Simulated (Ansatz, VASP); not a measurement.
**Al3InAs4 in VASP and in Ansatz**

```
CELL_PARAMETERS angstrom
5.94994 0.00000 0.00000
0.00000 5.94994 0.00000
0.00000 0.00000 5.94994
ATOMIC_POSITIONS crystal
Al 0.50000 0.00000 0.00000
Al 0.00000 0.00000 0.50000
Al 0.00000 0.50000 0.00000
In 0.50000 0.50000 0.50000
As 0.76039 0.23961 0.76039
As 0.76039 0.76039 0.23961
As 0.23961 0.23961 0.23961
As 0.23961 0.76039 0.76039
```

Alike in both runs: functional PBE; k mesh 6 × 6 × 6; occupations gaussian, width 0.02 eV; no spin polarisation.

Ansatz relaxed the structure, and its values are those at the end. VASP's run is a single point on that final structure, the one shown.

```csv
,VASP,Ansatz
version,VASP 6.6.1,Ansatz 0.2.0
potentials or method,"VASP PAW PBE potentials, release 64 (Al, In_d, As), cutoff 520 eV","scalar-relativistic, plane waves, PAW"
valence electrons in the cell,42,82
```

|  | VASP | Ansatz | Ansatz less VASP |
| --- | --- | --- | --- |
| gap on the k mesh at the Fermi level (eV) | 0.76 | 0.76 | -0.002 |
| least direct gap on the mesh (eV) | 0.76 | 0.76 | -0.002 |
| pressure (GPa) | -3.1 | -3.2 | -0.09 |

VASP's potentials hold 42 valence electrons a cell and Ansatz's 82, so a difference there can come from the potentials and not from the codes. Ansatz's warnings: stress scf threshold loose.
